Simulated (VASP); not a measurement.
Write the native input for VASP 6.6.1 that does the following.

```yaml
Task: single point
Functional: PBE
Potentials_or_basis: VASP PAW PBE potentials, release 64 (Cd, Se)
Cutoff: 520 eV
k_mesh: 6 × 6 × 6
Occupations: fermi-dirac, width 0.02 eV
Spin: no spin polarisation
Dipole_correction: no
Further_INCAR_settings: ALGO = Normal; EDIFF = 1e-06; NBANDS = 16
```

The structure of CdSe lies in POSCAR:

```
CdSe
1.0
    0.0000000000      3.0982260089      3.0982260089
    3.0982260089      0.0000000000      3.0982260089
    3.0982260089      3.0982260089      0.0000000000
Cd Se
1 1
Direct
    0.0000000000      0.0000000000      0.0000000000
    0.2500000000      0.2500000000      0.2500000000
```

These files were run (other wordings do the same):

INCAR

```
SYSTEM = CdSe
PREC = Accurate ; ENCUT = 520
EDIFF = 1E-6 ; ISMEAR = -1
SIGMA = 0.02 ; LREAL = .False.
LASPH = .True. ; NELM = 100
ALGO = Normal ; ISIF = 2
LWAVE = .False. ; LCHARG = .False.
GGA = PE ; NBANDS = 16
```

KPOINTS

```
Automatic mesh
0
Gamma
  6 6 6
  0 0 0
```

Potentials or basis: VASP PAW PBE potentials, release 64 (Cd, Se).

The run is started by

```console
$ cat potpaw_PBE.64/Cd/POTCAR potpaw_PBE.64/Se/POTCAR > POTCAR
$ mpirun -np 1 vasp_std > vasp.out
```

Results of the run:

```yaml
Pressure: 0.2 GPa
Band_gap_on_the_k_mesh: 0.49 eV, direct
```

Run time: 8.5 s on 1 thread of Intel(R) Xeon(R) 6975P-C (Granite Rapids), with other jobs on the host, peak memory 0.2 GiB.
